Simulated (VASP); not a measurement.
Ta, 1 atom in the cell. The structure is cubic, space group Im-3m (No. 229). The conventional cell has a = 3.352 Å, b = 3.352 Å, c = 3.352 Å, α = 90.00°, β = 90.00°, γ = 90.00°. Within 3.8 Å of Ta (site symmetry m-3m) lie 14 Ta at 2.90 to 3.35 Å.  This cell differs from its parent crystal: strain +0.015 along x and y, +0.015 along z.

| Item | Value |
| --- | --- |
| Program | VASP 6.6.1 |
| Task | single point |
| Functional | PBE |
| Potentials or basis | VASP PAW PBE potentials, release 64 (Ta_pv) |
| Cutoff | 520 eV |
| k mesh | 20 × 20 × 20 |
| Occupations | gaussian, width 0.15 eV |
| Spin | no spin polarisation |
| Dipole correction | no |
| Further INCAR settings | ALGO = Fast; EDIFF = 1e-06; NBANDS = 12 |

Potentials or basis: VASP PAW PBE potentials, release 64 (Ta_pv).

Launch:

```console
$ cat potpaw_PBE.64/Ta_pv/POTCAR > POTCAR
$ mpirun -np 1 vasp_std > vasp.out
```

Hardware: 1 thread of Intel(R) Xeon(R) 6975P-C (Granite Rapids) (shared host).

**Question.** How long does it take, and how much memory?

**Answer.** It took 18 s on 1 thread of Intel(R) Xeon(R) 6975P-C (Granite Rapids), with other jobs on the host, peak memory 0.18 GiB. Counts: scf iterations 13, k points 256.
